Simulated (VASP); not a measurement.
# Ti (P6_3/mmc) in VASP: a series of runs

Aim: see how the results for Ti move with the level of theory and the settings. Levels: r2SCAN, r2SCAN+D4. Tasks: single point, relaxation of shape and atoms at fixed volume.

Program: VASP 6.6.1. These are calculated values, not measurements. Logs are shortened: lines on timing, memory, paths and dates and some standing lists are left out, and cuts for length are marked.

## (1) The cell of the first run

The structure is hexagonal, space group P6_3/mmc (No. 194). Conventional cell: a = 2.964 Å, b = 2.964 Å, c = 4.684 Å, α = 90.00°, β = 90.00°, γ = 120.00°. Within 3.8 Å of Ti (site symmetry -6m2) lie 12 Ti at 2.90 to 2.96 Å.

## (2) Single point, r2SCAN (17.82 Å³/atom)

Contents of POSCAR:

```
Ti
1.0
    2.9642494305      0.0000000000      0.0000000000
   -1.4821247152      2.5671153099      0.0000000000
    0.0000000000      0.0000000000      4.6839729159
Ti
2
Direct
    0.3333333333      0.6666666667      0.2500000000
    0.6666666667      0.3333333333      0.7500000000
```

Contents of INCAR.step1:

```
SYSTEM = Ti
PREC = Accurate ; ENCUT = 520
ISMEAR = 0 ; SIGMA = 0.1
LREAL = .False. ; LASPH = .True.
NELM = 60 ; NBANDS = 19
GGA = PE ; ALGO = Normal
EDIFF = 1E-4 ; LWAVE = .True.
LCHARG = .False.
```

Contents of INCAR.step2:

```
SYSTEM = Ti
PREC = Accurate ; ENCUT = 520
EDIFF = 1E-6 ; ISMEAR = 0
SIGMA = 0.1 ; LREAL = .False.
LASPH = .True. ; NELM = 60
ALGO = Normal ; ISIF = 2
LWAVE = .False. ; LCHARG = .True.
METAGGA = R2SCAN ; LMIXTAU = .True.
LELF = .True. ; LVHAR = .True.
NBANDS = 19 ; ISTART = 1
```

Contents of KPOINTS:

```
regular mesh
0
Gamma
  18 18 10
  0 0 0
```

Potentials or basis: VASP PAW PBE potentials, release 64 (Ti_sv).

Command:

```sh
$ cat potpaw_PBE.64/Ti_sv/POTCAR > POTCAR
$ cp INCAR.step1 INCAR
$ mpirun -np 1 vasp_std > vasp.out
$ cp INCAR.step2 INCAR
$ mpirun -np 1 vasp_std > vasp.out
```

OUTCAR:

```text
SYSTEM = Ti
   PREC = Accurate
   ENCUT = 520
   EDIFF = 1E-6
   ISMEAR = 0
   LREAL = .False.
   LASPH = .True.
   NELM = 60
   ISIF = 2
   METAGGA = R2SCAN
   ISTART = 1

 ion  position               nearest neighbor table
   1  0.333  0.667  0.250-   2 2.90   2 2.90   2 2.90   2 2.90   2 2.90   2 2.90
   2  0.667  0.333  0.750-   1 2.90   1 2.90   1 2.90   1 2.90   1 2.90   1 2.90

  LATTYP: Found a hexagonal cell.
 ALAT       =     2.9642494305
 C/A-ratio  =     1.5801547831

  Lattice vectors:

 A1 = (   2.9642494305,   0.0000000000,   0.0000000000)
 A2 = (  -1.4821247152,   2.5671153099,   0.0000000000)
 A3 = (   0.0000000000,   0.0000000000,   4.6839729159)

Analysis of symmetry for initial positions (statically):
=====================================================================
 Subroutine PRICEL returns:
 Original cell was already a primitive cell.

 Routine SETGRP: Setting up the symmetry group for a
 hexagonal supercell.

 Subroutine GETGRP returns: Found 24 space group operations
 (whereof 12 operations were pure point group operations)
 out of a pool of 24 trial point group operations.

The static configuration has the point symmetry D_3d.
 The point group associated with its full space group is D_6h.

Analysis of symmetry for dynamics (positions and initial velocities):
=====================================================================
 Subroutine PRICEL returns:
 Original cell was already a primitive cell.

 Routine SETGRP: Setting up the symmetry group for a
 hexagonal supercell.

 Subroutine GETGRP returns: Found 24 space group operations
 (whereof 12 operations were pure point group operations)
 out of a pool of 24 trial point group operations.

The dynamic configuration has the point symmetry D_3d.
 The point group associated with its full space group is D_6h.

 Subroutine INISYM returns: Found 24 space group operations
 (whereof 12 operations are pure point group operations),
 and found     1 'primitive' translations

----------------------------------------------------------------------------------------

                                     Primitive cell

  volume of cell :      35.6430

  direct lattice vectors                    reciprocal lattice vectors
     2.964249430  0.000000000  0.000000000     0.337353527  0.194771150  0.000000000
    -1.482124715  2.567115310  0.000000000     0.000000000  0.389542299  0.000000000
     0.000000000  0.000000000  4.683972916     0.000000000  0.000000000  0.213493976

  length of vectors
     2.964249430  2.964249430  4.683972916     0.389542299  0.389542299  0.213493976

  position of ions in fractional coordinates (direct lattice)
     0.333333333  0.666666667  0.250000000
     0.666666667  0.333333333  0.750000000

  ion indices of the primitive-cell ions
   primitive index   ion index
                 1           1
                 2           2

----------------------------------------------------------------------------------------

 KPOINTS: regular mesh

Automatic generation of k-mesh.
 Grid dimensions read from file:
 generate k-points for:   18   18   10

 Generating k-lattice:

  Cartesian coordinates                     Fractional coordinates (reciprocal lattice)
     0.018741863  0.010820619  0.000000000     0.055555556 -0.000000000  0.000000000
     0.000000000  0.021641239  0.000000000     0.000000000  0.055555556  0.000000000
     0.000000000  0.000000000  0.021349398     0.000000000  0.000000000  0.100000000

  Length of vectors
     0.021641239  0.021641239  0.021349398

  Shift w.r.t. Gamma in fractional coordinates (k-lattice)
     0.000000000  0.000000000  0.000000000

 Subroutine IBZKPT returns following result:
 ===========================================

 Found    222 irreducible k-points:

 Following reciprocal coordinates:
            Coordinates               Weight
  0.000000  0.000000  0.000000      1.000000
  0.055556  0.000000  0.000000      6.000000
  0.111111  0.000000  0.000000      6.000000
  0.166667 -0.000000  0.000000      6.000000
  0.222222  0.000000  0.000000      6.000000
  0.277778  0.000000  0.000000      6.000000
[... 16 lines left out ...]
  0.333333  0.111111  0.000000     12.000000
  0.388889  0.111111  0.000000     12.000000
 [... further k-points ...]
   k-points           NKPTS =    222   k-points in BZ     NKDIM =    222   number of bands    NBANDS=     19
   number of dos      NEDOS =    301   number of ions     NIONS =      2
   total plane-waves  NPLWV =  20736
   dimension x,y,z NGX =    24 NGY =   24 NGZ =   36
   dimension x,y,z NGXF=    48 NGYF=   48 NGZF=   72
   ions per type =               2
   NGX,Y,Z   is equivalent  to a cutoff of  13.46, 13.46, 12.78 a.u.
   NGXF,Y,Z  is equivalent  to a cutoff of  26.92, 26.92, 25.55 a.u.
 SYSTEM =  Ti
   PREC   = accura    normal or accurate (medium, high low for compatibility)
   ISTART =      1    job   : 0-new  1-cont  2-samecut
   ICHARG =      0    charge: 1-file 2-atom 10-const
   ISPIN  =      1    spin polarized calculation?
   LNONCOLLINEAR =      F non collinear calculations
   LSORBIT =      F    spin-orbit coupling
   LASPH  =      T    aspherical Exc in radial PAW
   ENCUT  =  520.0 eV  38.22 Ry    6.18 a.u.   5.51  5.51  8.71*2*pi/ulx,y,z
   NELM   =     60;   NELMIN=  2; NELMDL=  0     # of ELM steps
   EDIFF  = 0.1E-05   stopping-criterion for ELM
   LREAL  =      F    real-space projection
   EDIFFG = 0.1E-04   stopping-criterion for IOM
   NSW    =      0    number of steps for IOM
   IBRION =     -1    ionic relax: 0-MD 1-quasi-New 2-CG
   NFREE  =      0    steps in history (QN), initial steepest desc. (CG)
   ISIF   =      2    stress and relaxation
   ISYM   =      2    0-nonsym 1-usesym 2-fastsym
   POTIM  = 0.5000    time-step for ionic-motion
   TEBEG  =    0.0;   TEEND  =   0.0 temperature during run
   PSTRESS=    0.0 pullay stress
   NELECT =      24.0000    total number of electrons
   NUPDOWN=      -1.0000    fix difference up-down
   EMIN   =  10.00;   EMAX   =-10.00  energy-range for DOS
   EFERMI =   0.00;   METHOD = LEGACY
   ISMEAR =     0;   SIGMA  =   0.10  broadening in eV -4-tet -1-fermi 0-gaus
   EFERMI_NEDOS =   21; number of points for ismear=-14 and -15
   IALGO  =     38    algorithm
   IMIX   =      4    mixing-type and parameters
     AMIX     =   0.40;   BMIX     =  1.00
     AMIX_MAG =   1.60;   BMIX_MAG =  1.00
  volume/ion in A,a.u.               =      17.82       120.27
  Fermi-wavevector in a.u.,A,eV,Ry     =   1.434896  2.711560 28.013395  2.058926
  Thomas-Fermi vector in A             =   2.554254
   LORBIT       =      0    0 simple, 1 ext, 2 COOP (PROOUT), +10 PAW based schemes
   METAGGA = R2SCAN    functional components
   LHFCALC =     F    Hartree Fock is set to
   AEXX    =    0.0000 exact exchange contribution
   IVDW    =     0    specifies the selected vdW correction
   LEPSILON=     F    determine dielectric tensor
   LRPA    =     F    only Hartree local field effects (RPA)
 non-spin polarized calculation
 Gauss-broadening in eV      SIGMA  =   0.10
  energy-cutoff  :      520.00
  volume of cell :       35.64
 maximum number of plane-waves:       992
 NGX is ok and might be reduce to    24
   NGX = 11   NGY = 11   NGZ = 17

 number of electron      24.0000005 magnetization

 Free energy of the ion-electron system (eV)
  ---------------------------------------------------
  ext. energy  EPLUGINS =         0.00000000
  ---------------------------------------------------
  free energy    TOTEN  =       -25.89756316 eV

  energy without entropy =      -25.88893687  energy(sigma->0) =      -25.89325002

 E-fermi :   8.1330     XC(G=0): -12.2650

 val. band max:        8.1309329807   @ k =   0.1111   0.1111   0.3000
 cond. band min:       8.1410427280   @ k =   0.1111   0.0000   0.0000
 fundamental gap:      0.0101097474
 Fermi energy:         8.1330184213

 k-point     1 :       0.0000    0.0000    0.0000
  band No.  band energies     occupation
      1     -51.1640      2.00000
      2     -51.0337      2.00000
      3     -26.6968      2.00000
      4     -26.0785      2.00000
      5     -26.0785      2.00000
      6     -26.0160      2.00000
[... 11 lines left out ...]
     18       9.8901      0.00000
     19      11.4049      0.00000

 k-point     2 :       0.0556    0.0000    0.0000
  band No.  band energies     occupation
      1     -51.1612      2.00000
      2     -51.0325      2.00000
      3     -26.6902      2.00000
      4     -26.0918      2.00000
      5     -26.0830      2.00000
      6     -26.0188      2.00000
[... 11 lines left out ...]
     18       9.8395      0.00000
     19      11.4322      0.00000

 k-point     3 :       0.1111    0.0000    0.0000
  band No.  band energies     occupation
      1     -51.1528      2.00000
      2     -51.0294      2.00000
      3     -26.6710      2.00000
      4     -26.1302      2.00000
      5     -26.0957      2.00000
      6     -26.0358      2.00000
[... 11 lines left out ...]
     18       9.7045      0.00000
     19      11.5008      0.00000

 k-point     4 :       0.1667   -0.0000    0.0000
  band No.  band energies     occupation
      1     -51.1397      2.00000
      2     -51.0248      2.00000
      3     -26.6403      2.00000
      4     -26.1894      2.00000
      5     -26.1147      2.00000
      6     -26.0955      2.00000
[... 11 lines left out ...]
     18       9.9541      0.00000
     19      11.5843      0.00000

 k-point     5 :       0.2222    0.0000    0.0000
  band No.  band energies     occupation
      1     -51.1231      2.00000
      2     -51.0196      2.00000
      3     -26.6001      2.00000
      4     -26.2627      2.00000
      5     -26.1668      2.00000
      6     -26.1372      2.00000
[... 11 lines left out ...]
     18      10.2811      0.00000
     19      11.6631      0.00000

 k-point     6 :       0.2778    0.0000    0.0000
  band No.  band energies     occupation
      1     -51.1047      2.00000
      2     -51.0148      2.00000
      3     -26.5533      2.00000
      4     -26.3413      2.00000
      5     -26.2408      2.00000
      6     -26.1606      2.00000
[... 11 lines left out ...]
     18      10.6535      0.00000
     19      11.7275      0.00000

 k-point     7 :       0.3333    0.0000    0.0000
  band No.  band energies     occupation
      1     -51.0862      2.00000
      2     -51.0114      2.00000
      3     -26.5034      2.00000
      4     -26.4155      2.00000
      5     -26.3087      2.00000
      6     -26.1821      2.00000
[... 11 lines left out ...]
     18      11.0359      0.00000
     19      11.7749      0.00000

 k-point     8 :       0.3889    0.0000    0.0000
  band No.  band energies     occupation
      1     -51.0698      2.00000
      2     -51.0100      2.00000
      3     -26.4762      2.00000
      4     -26.4555      2.00000
      5     -26.3631      2.00000
      6     -26.1994      2.00000
[... 256 lines left out ...]
 k-point    20 :       0.1667    0.1111    0.0000
  band No.  band energies     occupation
      1     -51.1165      2.00000
      2     -51.0177      2.00000
      3     -26.5836      2.00000
      4     -26.2668      2.00000
      5     -26.2266      2.00000
      6     -26.1217      2.00000
[... 11 lines left out ...]
     18      10.5524      0.00000
     19      11.6363      0.00000

 k-point    21 :       0.2222    0.1111    0.0000
  band No.  band energies     occupation
      1     -51.0989      2.00000
      2     -51.0135      2.00000
      3     -26.5379      2.00000
      4     -26.3381      2.00000
      5     -26.2795      2.00000
      6     -26.1573      2.00000
[... 11 lines left out ...]
     18      10.9786      0.00000
     19      11.6774      0.00000

 k-point    22 :       0.2778    0.1111    0.0000
  band No.  band energies     occupation
      1     -51.0811      2.00000
      2     -51.0107      2.00000
      3     -26.4890      2.00000
      4     -26.4073      2.00000
      5     -26.3259      2.00000
      6     -26.1913      2.00000
[... 11 lines left out ...]
     18      11.4361      0.00000
     19      11.7091      0.00000

 k-point    23 :       0.3333    0.1111    0.0000
  band No.  band energies     occupation
      1     -51.0652      2.00000
      2     -51.0099      2.00000
      3     -26.4639      2.00000
      4     -26.4416      2.00000
      5     -26.3632      2.00000
      6     -26.2189      2.00000
[... 11 lines left out ...]
     18      11.7303      0.00000
     19      11.9059      0.00000

 k-point    24 :       0.3889    0.1111    0.0000
  band No.  band energies     occupation
      1     -51.0533      2.00000
      2     -51.0107      2.00000
      3     -26.5008      2.00000
      4     -26.4033      2.00000
      5     -26.3874      2.00000
      6     -26.2366      2.00000
[... 11 lines left out ...]
     18      11.7420      0.00000
     19      12.3731      0.00000

 [... further k-points ...]

------------------------ aborting loop because EDIFF is reached ----------------------------------------

  FORCE on cell =-STRESS in cart. coord.  units (eV):
  Direction    XX          YY          ZZ          XY          YZ          ZX
  --------------------------------------------------------------------------------------
  -------------------------------------------------------------------------------------
  Total       -0.6541776     -0.6541776     -0.6498635     -0.0000000     -0.0000000      0.0000000
  in kB      -29.4057159    -29.4057159    -29.2117948     -0.0000000     -0.0000000      0.0000000
  external PRESSURE =     -29.3410756 kB  Pullay stress =       0.0000000 kB

 VOLUME and BASIS-vectors are now :
 -----------------------------------------------------------------------------
  energy-cutoff  :      520.00
  volume of cell :       35.64
      direct lattice vectors                 reciprocal lattice vectors
     2.964249430  0.000000000  0.000000000     0.337353527  0.194771150  0.000000000
    -1.482124715  2.567115310  0.000000000     0.000000000  0.389542299  0.000000000
     0.000000000  0.000000000  4.683972916     0.000000000  0.000000000  0.213493976

 POSITION                                       TOTAL-FORCE (eV/Angst)
 -----------------------------------------------------------------------------------
     -0.00000      1.71141      1.17099        -0.000000      0.000000      0.000000
      1.48212      0.85571      3.51298         0.000000     -0.000000      0.000000
 -----------------------------------------------------------------------------------
    total drift:                                0.000000     -0.000000      0.000000

  FREE ENERGIE OF THE ION-ELECTRON SYSTEM (eV)
  ---------------------------------------------------
  free  energy   TOTEN  =       -25.8975631597 eV

  energy  without entropy=      -25.8889368740  energy(sigma->0) =      -25.89325002
```

It took 6.9 min on 1 thread of Intel Xeon 8259CL, shared host; peak memory 0.25 GiB.

Results:

```yaml
Free_energy: -25.8976 eV
Pressure: -2.9 GPa
Band_gap_on_the_k_mesh: zero (bands 12 and 13 overlap by 1.21 eV)
```

Caveat: the PAW data sets were made with another functional, which shifts forces and pressure a little.

(Part 1 of 2 ends here.)
